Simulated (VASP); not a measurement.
# BeCdS4 (P1) in VASP: relaxation of cell and atoms with PBE

Aim: the relaxation of cell and atoms of BeCdS4 with PBE.

Program: VASP 6.6.1. These are calculated values, not measurements. Logs are shortened: lines on timing, memory, paths and dates and some standing lists are left out, and cuts for length are marked.

## (1) The cell of the first run

The typed cell holds 12 atoms: a = 5.846 Å, b = 6.251 Å, c = 6.277 Å, α = 89.36°, β = 90.40°, γ = 89.07°.

## (2) Relaxation of cell and atoms, PBE

The input, INCAR:

```
SYSTEM = BeCdS4
PREC     = Accurate       ! precision mode
ENCUT    = 600            ! plane-wave cutoff, eV
EDIFF    = 1E-6           ! SCF threshold, eV
ISMEAR   = 0              ! smearing method
SIGMA    = 0.1            ! smearing width, eV
LREAL    = .False.        ! projectors in reciprocal space
LASPH    = .True.         ! aspherical terms in the spheres
NELM     = 60             ! most SCF steps
ALGO     = Normal         ! electronic algorithm
ISIF     = 3              ! what is computed and relaxed
LWAVE    = .False.        ! write WAVECAR
LCHARG   = .False.        ! write CHGCAR
GGA      = PE             ! functional
IBRION   = 2              ! ionic algorithm
NSW      = 80             ! ionic steps
EDIFFG   = -0.025         ! ionic threshold
```

The input, KPOINTS:

```
Automatic mesh
0
Gamma
  4 2 2
  0 0 0
```

The input, POSCAR:

```
BeCdS4
1.0
    5.8455043742      0.0465204360      0.0465620563
    0.0518748093      6.2504170844      0.0356391033
   -0.0936172079      0.0347871818      6.2764724504
Be Cd S
2 2 8
Direct
    0.4597521095      0.5893974392      0.3119452761
    0.5183591441      0.0512874786      0.6471557655
    0.9978260282      1.0107368768      0.2066792959
    0.0065678938      0.4734530327      0.7380717601
    0.4053164157      0.5871983380      0.6615160237
    0.5965669719      0.3612800870      0.8213007648
    0.1254840471      0.4273223312      0.2024295665
    0.8627452021      0.5843087640      0.3580155414
    0.8895606225      0.9098335855      0.8641716961
    0.1433519534      0.0657950680      0.6771540724
    0.5863015712      0.0774105890      0.3592500812
    0.4081680405      0.8613304418      0.1523101563
```

Potentials or basis: VASP PAW PBE potentials, release 64 (Be, Cd, S).

On the command line:

```console
cat potpaw_PBE.64/Be/POTCAR potpaw_PBE.64/Cd/POTCAR potpaw_PBE.64/S/POTCAR > POTCAR
mpirun -np 1 vasp_std > vasp.out
```

OUTCAR:

```text
SYSTEM = BeCdS4
   PREC = Accurate
   ENCUT = 600
   EDIFF = 1E-6
   ISMEAR = 0
   LREAL = .False.
   LASPH = .True.
   NELM = 60
   ISIF = 3
   GGA = PE
   IBRION = 2
   NSW = 80
   EDIFFG = -0.025

 ion  position               nearest neighbor table
   1  0.460  0.589  0.312-  12 1.98   5 2.22   7 2.32   8 2.37
   2  0.518  0.051  0.647-  11 1.86  10 2.20   6 2.29
   3  0.998  0.011  0.207-   9 2.33  12 2.59  11 2.62   7 2.72   8 2.94  10 3.09
   4  0.007  0.473  0.738-   5 2.50   6 2.56   8 2.61  10 2.69   9 2.92   7 3.00
   5  0.405  0.587  0.662-   6 2.04   1 2.22   4 2.50
   6  0.597  0.361  0.821-   5 2.04   2 2.29   4 2.56
   7  0.125  0.427  0.202-   8 2.07   1 2.32   3 2.72   4 3.00
   8  0.863  0.584  0.358-   7 2.07   1 2.37   4 2.61   3 2.94
   9  0.890  0.910  0.864-  10 2.14   3 2.33   4 2.92
  10  0.143  0.066  0.677-   9 2.14   2 2.20   4 2.69   3 3.09
  11  0.586  0.077  0.359-   2 1.86  12 2.16   3 2.62
  12  0.408  0.861  0.152-   1 1.98  11 2.16   3 2.59

  LATTYP: Found a triclinic cell.
 ALAT       =    10.6867731731
 B/A-ratio  =     1.3181366172
 C/A-ratio  =     0.5470196498
 COS(alpha) =     0.0010797254
 COS(beta)  =     0.5524986088
 COS(gamma) =     0.7923281658

  Lattice vectors:

 A1 = (   5.8037619756,   6.3317247022,   6.3586736100)
 A2 = (  -0.1353596065,   6.3199914480,  12.5885840041)
 A3 = (   5.8455043742,   0.0465204360,   0.0465620563)

Analysis of symmetry for initial positions (statically):
=====================================================================
 Subroutine PRICEL returns:
 Original cell was already a primitive cell.

 Routine SETGRP: Setting up the symmetry group for a
 triclinic supercell.

 Subroutine GETGRP returns: Found  1 space group operations
 (whereof  1 operations were pure point group operations)
 out of a pool of  2 trial point group operations.

The static configuration has the point symmetry C_1 .

Analysis of symmetry for dynamics (positions and initial velocities):
=====================================================================
 Subroutine PRICEL returns:
 Original cell was already a primitive cell.

 Routine SETGRP: Setting up the symmetry group for a
 triclinic supercell.

 Subroutine GETGRP returns: Found  1 space group operations
 (whereof  1 operations were pure point group operations)
 out of a pool of  2 trial point group operations.

The dynamic configuration has the point symmetry C_1 .

 Subroutine INISYM returns: Found  1 space group operations
 (whereof  1 operations are pure point group operations),
 and found     1 'primitive' translations

----------------------------------------------------------------------------------------

                                     Primitive cell

  volume of cell :     229.3273

  direct lattice vectors                    reciprocal lattice vectors
     5.845504374  0.046520436  0.046562056     0.171062664 -0.001434314  0.002559448
     0.051874809  6.250417084  0.035639103    -0.001266158  0.160004996 -0.000905709
    -0.093617208  0.034787182  6.276472450    -0.001261840 -0.000897901  0.159311319

  length of vectors
     5.845874919  6.250733947  6.277266981     0.171087823  0.160012569  0.159318847

  position of ions in fractional coordinates (direct lattice)
     0.459752110  0.589397439  0.311945276
     0.518359144  0.051287479  0.647155766
     0.997826028  0.010736877  0.206679296
     0.006567894  0.473453033  0.738071760
     0.405316416  0.587198338  0.661516024
     0.596566972  0.361280087  0.821300765
     0.125484047  0.427322331  0.202429567
     0.862745202  0.584308764  0.358015541
     0.889560622  0.909833586  0.864171696
     0.143351953  0.065795068  0.677154072
     0.586301571  0.077410589  0.359250081
     0.408168041  0.861330442  0.152310156

  ion indices of the primitive-cell ions
   primitive index   ion index
                 1           1
                 2           2
                 3           3
                 4           4
                 5           5
                 6           6
                 7           7
                 8           8
                 9           9
                10          10
                11          11
                12          12

----------------------------------------------------------------------------------------

 KPOINTS: Automatic mesh

Automatic generation of k-mesh.
 Grid dimensions read from file:
 generate k-points for:    4    2    2

 Generating k-lattice:

  Cartesian coordinates                     Fractional coordinates (reciprocal lattice)
     0.042765666 -0.000358578  0.000639862     0.250000000 -0.000000000  0.000000000
    -0.000633079  0.080002498 -0.000452854    -0.000000000  0.500000000  0.000000000
    -0.000630920 -0.000448950  0.079655660    -0.000000000  0.000000000  0.500000000

  Length of vectors
     0.042771956  0.080006284  0.079659423

  Shift w.r.t. Gamma in fractional coordinates (k-lattice)
     0.000000000  0.000000000  0.000000000

 Subroutine IBZKPT returns following result:
 ===========================================

 Found     12 irreducible k-points:

 Following reciprocal coordinates:
            Coordinates               Weight
  0.000000  0.000000  0.000000      1.000000
  0.250000 -0.000000  0.000000      2.000000
  0.500000 -0.000000  0.000000      1.000000
 -0.000000  0.500000  0.000000      1.000000
  0.250000  0.500000  0.000000      2.000000
  0.500000  0.500000 -0.000000      1.000000
  0.000000  0.000000  0.500000      1.000000
  0.250000 -0.000000  0.500000      2.000000
  0.500000  0.000000  0.500000      1.000000
  0.000000  0.500000  0.500000      1.000000
  0.250000  0.500000  0.500000      2.000000
  0.500000  0.500000  0.500000      1.000000
   k-points           NKPTS =     12   k-points in BZ     NKDIM =     12   number of bands    NBANDS=     45
   number of dos      NEDOS =    301   number of ions     NIONS =     12
   total plane-waves  NPLWV = 120000
   dimension x,y,z NGX =    48 NGY =   50 NGZ =   50
   dimension x,y,z NGXF=    96 NGYF=  100 NGZF=  100
   ions per type =               2   2   8
   NGX,Y,Z   is equivalent  to a cutoff of  13.65, 13.30, 13.24 a.u.
   NGXF,Y,Z  is equivalent  to a cutoff of  27.30, 26.60, 26.48 a.u.
 SYSTEM =  BeCdS4
   PREC   = accura    normal or accurate (medium, high low for compatibility)
   ISTART =      0    job   : 0-new  1-cont  2-samecut
   ICHARG =      2    charge: 1-file 2-atom 10-const
   ISPIN  =      1    spin polarized calculation?
   LNONCOLLINEAR =      F non collinear calculations
   LSORBIT =      F    spin-orbit coupling
   LASPH  =      T    aspherical Exc in radial PAW
   ENCUT  =  600.0 eV  44.10 Ry    6.64 a.u.  11.68 12.48 12.54*2*pi/ulx,y,z
   NELM   =     60;   NELMIN=  2; NELMDL= -5     # of ELM steps
   EDIFF  = 0.1E-05   stopping-criterion for ELM
   LREAL  =      F    real-space projection
   EDIFFG = -.3E-01   stopping-criterion for IOM
   NSW    =     80    number of steps for IOM
   IBRION =      2    ionic relax: 0-MD 1-quasi-New 2-CG
   NFREE  =      1    steps in history (QN), initial steepest desc. (CG)
   ISIF   =      3    stress and relaxation
   ISYM   =      2    0-nonsym 1-usesym 2-fastsym
   POTIM  = 0.5000    time-step for ionic-motion
   TEBEG  =    0.0;   TEEND  =   0.0 temperature during run
   PSTRESS=    0.0 pullay stress
   NELECT =      76.0000    total number of electrons
   NUPDOWN=      -1.0000    fix difference up-down
   EMIN   =  10.00;   EMAX   =-10.00  energy-range for DOS
   EFERMI =   0.00;   METHOD = LEGACY
   ISMEAR =     0;   SIGMA  =   0.10  broadening in eV -4-tet -1-fermi 0-gaus
   EFERMI_NEDOS =   21; number of points for ismear=-14 and -15
   IALGO  =     38    algorithm
   IMIX   =      4    mixing-type and parameters
     AMIX     =   0.40;   BMIX     =  1.00
     AMIX_MAG =   1.60;   BMIX_MAG =  1.00
  volume/ion in A,a.u.               =      19.11       128.96
  Fermi-wavevector in a.u.,A,eV,Ry     =   1.132907  2.140883 17.462772  1.283478
  Thomas-Fermi vector in A             =   2.269609
   LORBIT       =      0    0 simple, 1 ext, 2 COOP (PROOUT), +10 PAW based schemes
   GGA     = PE    functional components
   LHFCALC =     F    Hartree Fock is set to
   AEXX    =    0.0000 exact exchange contribution
   IVDW    =     0    specifies the selected vdW correction
   LEPSILON=     F    determine dielectric tensor
   LRPA    =     F    only Hartree local field effects (RPA)
 conjugate gradient relaxation of ions
 non-spin polarized calculation
 Gauss-broadening in eV      SIGMA  =   0.10
  energy-cutoff  :      600.00
  volume of cell :      229.33
 maximum number of plane-waves:      7674
 NGX is ok and might be reduce to    48
   NGX = 23   NGY = 25   NGZ = 25

--------------------------------------- Ionic step        1  -------------------------------------------

 number of electron      76.0000002 magnetization

 Free energy of the ion-electron system (eV)
  ---------------------------------------------------
  ext. energy  EPLUGINS =         0.00000000
  ---------------------------------------------------
  free energy    TOTEN  =       -44.75348105 eV

  energy without entropy =      -44.75348105  energy(sigma->0) =      -44.75348105

------------------------ aborting loop because EDIFF is reached ----------------------------------------

  FORCE on cell =-STRESS in cart. coord.  units (eV):
  Direction    XX          YY          ZZ          XY          YZ          ZX
  --------------------------------------------------------------------------------------
  -------------------------------------------------------------------------------------
  Total        0.2222483      3.1231733      7.0327995     -2.0340771     -1.4940013     -0.4139504
  in kB        1.5527209     21.8198115     49.1341164    -14.2109243    -10.4377262     -2.8920329
  external PRESSURE =      24.1688829 kB  Pullay stress =       0.0000000 kB
[... 119 lines left out ...]
  FREE ENERGIE OF THE ION-ELECTRON SYSTEM (eV)
  ---------------------------------------------------
  free  energy   TOTEN  =       -45.5365761022 eV

  energy  without entropy=      -45.5365761022  energy(sigma->0) =      -45.53657610

[... ionic steps 4 to 23 ...]

--------------------------------------- Ionic step       24  -------------------------------------------

 number of electron      75.9999997 magnetization

------------------------ aborting loop because EDIFF is reached ----------------------------------------

  FORCE on cell =-STRESS in cart. coord.  units (eV):
  Direction    XX          YY          ZZ          XY          YZ          ZX
  --------------------------------------------------------------------------------------
  -------------------------------------------------------------------------------------
  Total        0.0837724      0.0037268     -0.0067488     -0.0492354     -0.0070492      0.0175033
  in kB        0.5845699      0.0260059     -0.0470938     -0.3435685     -0.0491895      0.1221391
  external PRESSURE =       0.1878273 kB  Pullay stress =       0.0000000 kB
[... 77 lines left out ...]
  energy  without entropy=      -46.0614750154  energy(sigma->0) =      -46.06147502

--------------------------------------- Ionic step       26  -------------------------------------------

 number of electron      75.9999996 magnetization

 Free energy of the ion-electron system (eV)
  ---------------------------------------------------
  ext. energy  EPLUGINS =         0.00000000
  ---------------------------------------------------
  free energy    TOTEN  =       -46.06187122 eV

  energy without entropy =      -46.06187122  energy(sigma->0) =      -46.06187122

 E-fermi :   4.3724     XC(G=0):  -9.6871

 val. band max:        3.9054830875   @ k =   0.5000  -0.0000   0.0000
 cond. band min:       5.6754684150   @ k =   0.2500  -0.0000   0.5000
 fundamental gap:      1.7699853275
 Fermi energy:         4.3724084521

 k-point     1 :       0.0000    0.0000    0.0000
  band No.  band energies     occupation
      1     -11.4973      2.00000
      2     -10.7859      2.00000
      3     -10.5795      2.00000
      4     -10.4160      2.00000
      5      -7.5665      2.00000
      6      -7.3194      2.00000
[... 604 lines left out ...]
  FREE ENERGIE OF THE ION-ELECTRON SYSTEM (eV)
  ---------------------------------------------------
  free  energy   TOTEN  =       -46.0618712159 eV

  energy  without entropy=      -46.0618712159  energy(sigma->0) =      -46.06187122

 reached required accuracy - stopping structural energy minimisation
```

Wall time 28 min (1 thread of Intel Xeon Platinum 8488C (Sapphire Rapids), shared host); peak memory 0.43 GiB.

What came out:

* Free energy: -46.0619 eV
* Relaxed volume: 19.15 Å³/atom
* Relaxed cell: a = 5.665 Å, b = 6.379 Å, c = 6.359 Å, α = 89.94°, β = 91.02°, γ = 90.02°
* Space group after relaxing (to 0.05 Å): P2_1 (No. 4)
* Energy gained by relaxing: 109.0 meV/atom
* Ionic steps: 26
* Pressure after relaxing: -0.1 GPa
* Largest force after relaxing: 0.022 eV/Å
* Band gap on the k mesh: 1.77 eV, indirect (least direct gap 1.82 eV)

Forces in eV/Å, atoms in the order of the input:
```
Be  -0.009 -0.001 -0.001
Be   0.002 -0.013 -0.005
Cd   0.004 -0.009 -0.007
Cd   0.000  0.014 -0.004
S    0.002 -0.003 -0.002
S    0.002  0.009 -0.013
S   -0.011 -0.002  0.006
S    0.018 -0.009  0.007
S   -0.002  0.012  0.016
S   -0.011 -0.004  0.014
S    0.010  0.009 -0.011
S   -0.006 -0.003 -0.001
```

The path:
```
step  energy change (eV)  largest force (eV/Å)  pressure (GPa)  volume (Å³)
   1              0.0000                2.9397            2.42       229.33
   2             -0.7808                1.1233           -2.19       238.96
   3             -0.7831                1.0085           -2.01       238.33
   4             -1.0271                0.7508           -0.15       231.68
   5             -1.0719                0.7174            1.33       227.39
   6             -1.1803                0.4272            0.14       228.89
   7             -1.1813                0.4238            0.02       229.06
   8             -1.2360                0.2901           -0.08       229.62
   9             -1.2499                0.2839           -0.10       230.07
  10             -1.2727                0.1955           -0.02       229.83
  11             -1.2738                0.2246            0.02       229.77
  12             -1.2875                0.1320           -0.05       229.72
  13             -1.2878                0.1437           -0.05       229.71
  14             -1.2941                0.0908            0.13       229.39
  15             -1.2953                0.1479            0.25       229.18
  16             -1.2995                0.0863            0.00       229.87
  17             -1.3003                0.0918           -0.16       230.32
  18             -1.3027                0.0707           -0.06       230.00
  19             -1.3037                0.1005            0.06       229.65
  20             -1.3055                0.0489            0.00       229.71
  21             -1.3057                0.0610           -0.02       229.72
  22             -1.3070                0.0303           -0.01       229.67
  23             -1.3073                0.0368            0.00       229.62
  24             -1.3079                0.0345            0.02       229.60
  25             -1.3080                0.0431            0.03       229.59
  26             -1.3084                0.0219           -0.05       229.75
```

Final structure:
```yaml
crystal:
  lattice:
    - [5.66482, -0.00083, 0.01313]
    - [-0.00091, 6.37937, 0.00301]
    - [-0.12790, 0.00356, 6.35722]
  atoms:
    - { symbol: Be, position: [0.45905, 0.55942, 0.31452] }
    - { symbol: Be, position: [0.54183, 0.05944, 0.68668] }
    - { symbol: Cd, position: [0.99568, 0.99224, 0.25340] }
    - { symbol: Cd, position: [0.00394, 0.48795, 0.74434] }
    - { symbol: S, position: [0.42296, 0.59627, 0.64089] }
    - { symbol: S, position: [0.58598, 0.35887, 0.82161] }
    - { symbol: S, position: [0.13310, 0.42163, 0.16769] }
    - { symbol: S, position: [0.86607, 0.57423, 0.33770] }
    - { symbol: S, position: [0.86713, 0.91991, 0.83143] }
    - { symbol: S, position: [0.13395, 0.07267, 0.66110] }
    - { symbol: S, position: [0.57665, 0.09699, 0.36040] }
    - { symbol: S, position: [0.41366, 0.85974, 0.18023] }
```

Levels at points of the mesh, in eV from the valence-band top:
```csv
k point,band 35,band 36,band 37,band 38,band 39,band 40,band 41,band 42
"(0.00, 0.00, 0.00)",-0.94,-0.51,-0.38,-0.05,2.12,2.69,2.74,2.83
"(0.50, 0.00, 0.00)",-1.14,-0.92,-0.45,0.00,1.82,2.13,2.31,2.40
"(0.00, 0.50, 0.00)",-1.29,-1.29,-0.41,-0.39,1.99,2.00,2.42,2.42
"(0.50, 0.50, 0.00)",-1.37,-1.37,-0.57,-0.57,1.89,1.90,2.49,2.51
"(0.00, 0.00, 0.50)",-1.24,-1.16,-0.40,-0.37,1.92,2.01,2.26,2.51
"(0.50, 0.00, 0.50)",-1.40,-1.11,-0.80,-0.67,1.87,1.97,2.06,2.33
"(0.00, 0.50, 0.50)",-1.15,-1.14,-0.92,-0.91,1.91,1.92,2.22,2.22
"(0.50, 0.50, 0.50)",-1.50,-1.49,-1.08,-1.07,1.95,1.95,2.78,2.79
```

Caveat: the k points lie up to 0.49 Å⁻¹ apart in the final cell. A k mesh can miss the band edges.
